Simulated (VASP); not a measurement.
# CaSe (I4/mmm) in VASP: further runs

The runs below take CaSe through single point, with PBE.

Everything below comes from runs of VASP 6.6.1. Logs are shortened: lines on timing, memory, paths and dates and some standing lists are left out, and cuts for length are marked.

## 1. The cell of the first run

Symmetry: I4/mmm, No. 139, tetragonal system. The conventional cell has a = 4.180 Å, b = 4.180 Å, c = 6.429 Å, α = 90.00°, β = 90.00°, γ = 90.00°. Ca (site symmetry 4/mmm) has 6 Se at 2.96 to 3.21 Å within 3.9 Å. Within 3.9 Å of Se (site symmetry 4/mmm) lie 6 Ca at 2.96 to 3.21 Å.

## 2. Single point, PBE (strain +0.0875 x Voigt [0, 1, 0, 0, 0, 0])

Input file INCAR:

```
SYSTEM = CaSe
PREC = Accurate
ENCUT = 520
EDIFF = 1E-6
ISMEAR = 0
SIGMA = 0.05
LREAL = .FALSE.
LASPH = .TRUE.
NELM = 60
ALGO = Normal
ISIF = 2
LWAVE = .FALSE.
LCHARG = .FALSE.
GGA = PE
NBANDS = 15
```

Input file KPOINTS:

```
Automatic mesh
0
G
  8 8 8
  0 0 0
```

Input file POSCAR:

```
CaSe
1.0
    0.0000000000      3.2146500000      2.9560000000
    2.9560000000      0.0000000000      2.9560000000
    2.9560000000      3.2146500000      0.0000000000
Ca Se
1 1
Direct
    0.0000000000      0.0000000000      0.0000000000
    0.5000000000      0.5000000000      0.5000000000
```

Potentials or basis: VASP PAW PBE potentials, release 64 (Ca_sv, Se).

Launch:

```console
$ cat potpaw_PBE.64/Ca_sv/POTCAR potpaw_PBE.64/Se/POTCAR > POTCAR
$ mpirun -np 1 vasp_std > vasp.out
```

OUTCAR:

```text
SYSTEM = CaSe
   PREC = Accurate
   ENCUT = 520
   EDIFF = 1E-6
   ISMEAR = 0
   LREAL = .FALSE.
   LASPH = .TRUE.
   NELM = 60
   ISIF = 2
   GGA = PE

 ion  position               nearest neighbor table
   1  0.000  0.000  0.000-   2 2.96   2 2.96   2 2.96   2 2.96
   2  0.500  0.500  0.500-   1 2.96   1 2.96   1 2.96   1 2.96

  LATTYP: Found a body centered tetragonal cell.
 ALAT       =     4.1804152904
 C/A-ratio  =     1.5379572491

  Lattice vectors:

 A1 = (   0.0000000000,  -3.2146500000,   2.9560000000)
 A2 = (   0.0000000000,  -3.2146500000,  -2.9560000000)
 A3 = (   2.9560000000,   3.2146500000,   0.0000000000)

Analysis of symmetry for initial positions (statically):
=====================================================================
 Subroutine PRICEL returns:
 Original cell was already a primitive cell.

 Routine SETGRP: Setting up the symmetry group for a
 body centered tetragonal supercell.

 Subroutine GETGRP returns: Found 16 space group operations
 (whereof 16 operations were pure point group operations)
 out of a pool of 16 trial point group operations.

The static configuration has the point symmetry D_4h.

Analysis of symmetry for dynamics (positions and initial velocities):
=====================================================================
 Subroutine PRICEL returns:
 Original cell was already a primitive cell.

 Routine SETGRP: Setting up the symmetry group for a
 body centered tetragonal supercell.

 Subroutine GETGRP returns: Found 16 space group operations
 (whereof 16 operations were pure point group operations)
 out of a pool of 16 trial point group operations.

The dynamic configuration has the point symmetry D_4h.

 Subroutine INISYM returns: Found 16 space group operations
 (whereof 16 operations are pure point group operations),
 and found     1 'primitive' translations

----------------------------------------------------------------------------------------

                                     Primitive cell

  volume of cell :      56.1788

  direct lattice vectors                    reciprocal lattice vectors
     0.000000000  3.214650000  2.956000000    -0.169147497  0.155537928  0.169147497
     2.956000000  0.000000000  2.956000000     0.169147497 -0.155537928  0.169147497
     2.956000000  3.214650000  0.000000000     0.169147497  0.155537928 -0.169147497

  length of vectors
     4.367139868  4.180415290  4.367139868     0.285331033  0.285331033  0.285331033

[... 85 lines left out ...]
   NFREE  =      0    steps in history (QN), initial steepest desc. (CG)
   ISIF   =      2    stress and relaxation
   ISYM   =      2    0-nonsym 1-usesym 2-fastsym
   POTIM  = 0.5000    time-step for ionic-motion
   TEBEG  =    0.0;   TEEND  =   0.0 temperature during run
   PSTRESS=    0.0 pullay stress
   NELECT =      16.0000    total number of electrons
   NUPDOWN=      -1.0000    fix difference up-down
   EMIN   =  10.00;   EMAX   =-10.00  energy-range for DOS
   EFERMI =   0.00;   METHOD = LEGACY
   ISMEAR =     0;   SIGMA  =   0.05  broadening in eV -4-tet -1-fermi 0-gaus
   EFERMI_NEDOS =   21; number of points for ismear=-14 and -15
   IALGO  =     38    algorithm
   IMIX   =      4    mixing-type and parameters
     AMIX     =   0.40;   BMIX     =  1.00
     AMIX_MAG =   1.60;   BMIX_MAG =  1.00
  volume/ion in A,a.u.               =      28.09       189.56
  Fermi-wavevector in a.u.,A,eV,Ry     =   1.077103  2.035430 15.784816  1.160151
  Thomas-Fermi vector in A             =   2.213006
   LORBIT       =      0    0 simple, 1 ext, 2 COOP (PROOUT), +10 PAW based schemes
   GGA     = PE    functional components
   LHFCALC =     F    Hartree Fock is set to
   AEXX    =    0.0000 exact exchange contribution
   IVDW    =     0    specifies the selected vdW correction
   LEPSILON=     F    determine dielectric tensor
   LRPA    =     F    only Hartree local field effects (RPA)
 non-spin polarized calculation
 Gauss-broadening in eV      SIGMA  =   0.05
  energy-cutoff  :      520.00
  volume of cell :       56.18
 maximum number of plane-waves:      1525
   NGX = 17   NGY = 15   NGZ = 17

 number of electron      16.0000004 magnetization

 Free energy of the ion-electron system (eV)
  ---------------------------------------------------
  ext. energy  EPLUGINS =         0.00000000
  ---------------------------------------------------
  free energy    TOTEN  =        -9.41521852 eV

  energy without entropy =       -9.41521852  energy(sigma->0) =       -9.41521852

 E-fermi :   2.2470     XC(G=0):  -8.8024

 val. band max:        1.8999508142   @ k =   0.0000   0.0000   0.0000
 cond. band min:       4.1071474159   @ k =   0.5000   0.5000   0.0000
 fundamental gap:      2.2071966016
 Fermi energy:         2.2470216546

 k-point     1 :       0.0000    0.0000    0.0000
  band No.  band energies     occupation
      1     -38.0752      2.00000
      2     -19.0850      2.00000
      3     -19.0460      2.00000
      4     -19.0460      2.00000
      5      -9.6455      2.00000
      6       1.8958      2.00000
      7       1.9000      2.00000
      8       1.9000      2.00000
      9       4.6657      0.00000
     10       5.3040      0.00000
     11       5.8020      0.00000
     12       5.8020      0.00000
     13       6.2011      0.00000
     14       6.2385      0.00000
[... 401 lines left out ...]
      2     -19.1207      2.00000
      3     -19.0741      2.00000
      4     -19.0503      2.00000
      5      -9.2483      2.00000
      6      -0.4137      2.00000
      7       0.8741      2.00000
      8       1.1415      2.00000
      9       5.5640      0.00000
     10       6.7414      0.00000
     11       6.9494      0.00000
     12       7.6191      0.00000
     13       7.6260      0.00000
     14       8.3154      0.00000
     15       9.5081      0.00000

 [... further k-points ...]
[... 5 lines left out ...]
  --------------------------------------------------------------------------------------
  -------------------------------------------------------------------------------------
  Total       -0.0907980     -1.6815114     -0.0907980      0.0000000      0.0000000      0.0000000
  in kB       -2.5894918    -47.9554369     -2.5894918      0.0000000      0.0000000      0.0000000
  external PRESSURE =     -17.7114735 kB  Pullay stress =       0.0000000 kB

 VOLUME and BASIS-vectors are now :
 -----------------------------------------------------------------------------
  energy-cutoff  :      520.00
  volume of cell :       56.18
      direct lattice vectors                 reciprocal lattice vectors
     0.000000000  3.214650000  2.956000000    -0.169147497  0.155537928  0.169147497
     2.956000000  0.000000000  2.956000000     0.169147497 -0.155537928  0.169147497
     2.956000000  3.214650000  0.000000000     0.169147497  0.155537928 -0.169147497

 POSITION                                       TOTAL-FORCE (eV/Angst)
 -----------------------------------------------------------------------------------
      0.00000      0.00000      0.00000         0.000000      0.000000     -0.000000
      2.95600      3.21465      2.95600         0.000000      0.000000      0.000000
 -----------------------------------------------------------------------------------
    total drift:                                0.000000     -0.000000     -0.000000

  FREE ENERGIE OF THE ION-ELECTRON SYSTEM (eV)
  ---------------------------------------------------
  free  energy   TOTEN  =        -9.4152185209 eV

  energy  without entropy=       -9.4152185209  energy(sigma->0) =       -9.41521852
```

OSZICAR:

```text
N       E                     dE             d eps       ncg     rms          rms(c)
DAV:   1     0.105847450131E+03    0.10585E+03   -0.73308E+03  1770   0.968E+02
DAV:   2    -0.483941905041E+01   -0.11069E+03   -0.10502E+03  2225   0.237E+02
DAV:   3    -0.936236000343E+01   -0.45229E+01   -0.44787E+01  2553   0.458E+01
DAV:   4    -0.958794781672E+01   -0.22559E+00   -0.22552E+00  2348   0.841E+00
DAV:   5    -0.958950049571E+01   -0.15527E-02   -0.15526E-02  2426   0.758E-01    0.430E+00
DAV:   6    -0.941939544448E+01    0.17011E+00   -0.23667E-01  2057   0.247E+00    0.252E+00
DAV:   7    -0.941021867691E+01    0.91768E-02   -0.11338E-01  2327   0.203E+00    0.858E-01
DAV:   8    -0.941492368466E+01   -0.47050E-02   -0.13826E-02  1826   0.890E-01    0.121E-01
DAV:   9    -0.941503150325E+01   -0.10782E-03   -0.76216E-04  2298   0.257E-01    0.558E-02
DAV:  10    -0.941519430167E+01   -0.16280E-03   -0.19849E-04  1980   0.855E-02    0.167E-02
DAV:  11    -0.941522021029E+01   -0.25909E-04   -0.57272E-05  2036   0.634E-02    0.110E-02
DAV:  12    -0.941521892134E+01    0.12889E-05   -0.28010E-06  2368   0.117E-02    0.499E-03
DAV:  13    -0.941521852093E+01    0.40041E-06   -0.12071E-06  1557   0.667E-03
   1 F= -.94152185E+01 E0= -.94152185E+01  d E =-.151012E-24
```

It took 32 s on 1 thread of AMD EPYC 7R43 (Zen 3), shared host; peak memory 0.16 GiB.

Results:

```
Free energy            : -9.4152 eV
Pressure               : -1.8 GPa
Band gap on the k mesh : 2.21 eV, indirect (least direct gap 2.77 eV)
```

Levels at points of the mesh, in eV from the valence-band top:
```tsv
k point	band 6	band 7	band 8	band 9	band 10	band 11
(0.00, 0.00, 0.00)	0.00	0.00	0.00	2.77	3.40	3.90
(0.50, 0.00, 0.00)	-3.00	-1.07	-1.04	4.35	5.26	5.28
(0.50, 0.50, 0.00)	-2.24	-1.05	-0.81	2.21	4.55	5.11
(0.50, 0.00, 0.50)	-2.41	-0.68	-0.68	2.22	4.81	4.83
```

Caveat: the cell differs from its parent crystal (strain +0.0875 x Voigt [0, 1, 0, 0, 0, 0]). A k mesh can miss the band edges.

## 3. Single point, PBE (strain +0.1000 x Voigt [0, 1, 0, 0, 0, 0])

Input file INCAR:

```
ALGO = Normal ; EDIFF = 1E-7
ENCUT = 520 ; GGA = PE
ISIF = 2 ; ISMEAR = 0
LASPH = T ; LCHARG = F
LREAL = F ; LWAVE = F
NBANDS = 15 ; NELM = 60
PREC = Accurate ; SIGMA = 0.05
```

Input file KPOINTS:

```
k-points
0
Gamma
  8 8 8
```

Input file POSCAR:

```
CaSe
1.0
    0.0000000000      3.2516000000      2.9560000000
    2.9560000000      0.0000000000      2.9560000000
    2.9560000000      3.2516000000      0.0000000000
Ca Se
1 1
Direct
    0.0000000000      0.0000000000      0.0000000000
    0.5000000000      0.5000000000      0.5000000000
```

Potentials or basis: VASP PAW PBE potentials, release 64 (Ca_sv, Se).

Launch:

```console
$ cat potpaw_PBE.64/Ca_sv/POTCAR potpaw_PBE.64/Se/POTCAR > POTCAR
$ mpirun -np 1 vasp_std > vasp.out
```

It took 55 s on 1 thread of AMD EPYC 7R43 (Zen 3), shared host; peak memory 0.19 GiB.

It converged, with:

| Quantity | Value |
| --- | --- |
| Free energy | -9.3952 eV |
| Pressure | -2.0 GPa |
| Band gap on the k mesh | 2.23 eV, indirect (least direct gap 2.69 eV) |

Stress tensor (GPa, compression positive):
```
-0.45  0.00  0.00
 0.00 -5.19  0.00
 0.00  0.00 -0.45
```

Levels at points of the mesh, in eV from the valence-band top:
| k point | band 4 | band 5 | band 6 | band 7 | band 8 | band 9 | band 10 | band 11 | band 12 | band 13 |
| --- | --- | --- | --- | --- | --- | --- | --- | --- | --- | --- |
| (0.00, 0.00, 0.00) | -20.97 | -11.51 | 0.00 | 0.00 | 0.00 | 2.69 | 3.37 | 3.93 | 3.93 | 4.32 |
| (0.50, 0.00, 0.00) | -20.97 | -10.96 | -2.96 | -1.05 | -1.03 | 4.32 | 5.23 | 5.26 | 5.40 | 6.49 |
| (0.50, 0.50, 0.00) | -21.00 | -11.01 | -2.21 | -1.07 | -0.78 | 2.23 | 4.50 | 5.11 | 5.52 | 5.75 |
| (0.50, 0.00, 0.50) | -20.98 | -11.11 | -2.39 | -0.65 | -0.65 | 2.25 | 4.78 | 4.81 | 5.60 | 5.72 |

Caveat: the cell differs from its parent crystal (strain +0.1000 x Voigt [0, 1, 0, 0, 0, 0]). A k mesh can miss the band edges.
